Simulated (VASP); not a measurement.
Here is a VASP 6.6.1 calculation.

INCAR

```
  PREC = Accurate
  ENCUT = 520
  EDIFF = 1E-6
  ISMEAR = 0
  SIGMA = 0.05
  LREAL = F
  LASPH = T
  NELM = 60
  ALGO = Normal
  ISIF = 2
  LWAVE = F
  LCHARG = F
  GGA = PE
  IVDW = 13
  NBANDS = 16
```

File KPOINTS:

```
Automatic mesh
0
Gamma
  8 8 8
```

POSCAR

```
InP
1.0
    0.0000000000      2.9058456351      2.9058456351
    2.9058456351      0.0000000000      2.9058456351
    2.9058456351      2.9058456351      0.0000000000
In P
1 1
Direct
    0.0000000000      0.0000000000      0.0000000000
    0.7500000000      0.7500000000      0.7500000000
```

Potentials or basis: VASP PAW PBE potentials, release 64 (In_d, P).

Command:

```sh
$ cat potpaw_PBE.64/In_d/POTCAR potpaw_PBE.64/P/POTCAR > POTCAR
$ mpirun -np 1 vasp_std > vasp.out
```

Q: Predict the dispersion energy per atom.

A: -0.346 eV.

Q: Predict the band gap on the k mesh.

A: 0.85 eV, direct.

Caveat: spin-orbit coupling is left out, which moves the levels of the heavy elements.
